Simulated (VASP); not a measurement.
Runs of VASP 6.6.1 on Ta4O. Symmetry: P4/mmm, No. 123, tetragonal system. The conventional cell has a = 3.257 Å, b = 3.257 Å, c = 7.409 Å, α = 90.00°, β = 90.00°, γ = 90.00°. Within 3.8 Å of Ta (site symmetry 4/mmm) lie 14 Ta at 2.81 to 3.70 Å. Within 2.9 Å of Ta (site symmetry 4mm) lie 1 O at 2.10 Å and 4 Ta at 2.81 Å. Within 3.3 Å of Ta (site symmetry 4/mmm) lie 4 O at 2.30 Å and 12 Ta at 3.12 to 3.26 Å. Within 2.8 Å of O (site symmetry 4/mmm) lie 6 Ta at 2.10 to 2.30 Å. 

```csv
task,level,potentials or basis,U,cell,cutoff (eV),gap on the mesh (eV),pressure (GPa),largest force (eV/Å)
single point,PBEsol+U,"VASP PAW PBE potentials, release 64 (Ta_pv, O)",Ta d U = 5.0 eV,as given,520,none,7.5,0.56
single point,r2SCAN,"VASP PAW PBE potentials, release 64 (Ta_pv, O)",-,as given,520,none,-3.8,0.12
single point,PBEsol+U,"VASP PAW PBE potentials, release 64 (Ta_sv_GW, O)",Ta d U = 1.0 eV,as given,600,none,-5.4,0.10
relaxation of cell and atoms,PBEsol+D4,"VASP PAW PBE potentials, release 64 (Ta_pv, O)",-,relaxed,600,none,0.0,0.01
single point,PBEsol+U,"VASP PAW PBE potentials, release 64 (Ta_sv_GW, O)",Ta d U = 2.0 eV,as given,600,none,(a),0.22
```

Alike in all rows: no spin polarisation; k mesh 8 × 8 × 4; smearing fermi-dirac 0.05 eV.

Fill in the values left out.

(a) -2.3.

Caveats: the PAW data sets were made with another functional, which shifts forces and pressure a little; spin-orbit coupling is left out, which moves the levels of the heavy elements; U without spin polarisation on a metal has little footing (at least some runs); the cell stands under tension (at least some runs); the cell stands under pressure (at least some runs).

A k mesh can miss the band edges, and the runs leave out spin-orbit coupling on Ta.

A gap of «none» marks levels without a gap at the run's occupations.

The runs don't all hold the same shells in valence.
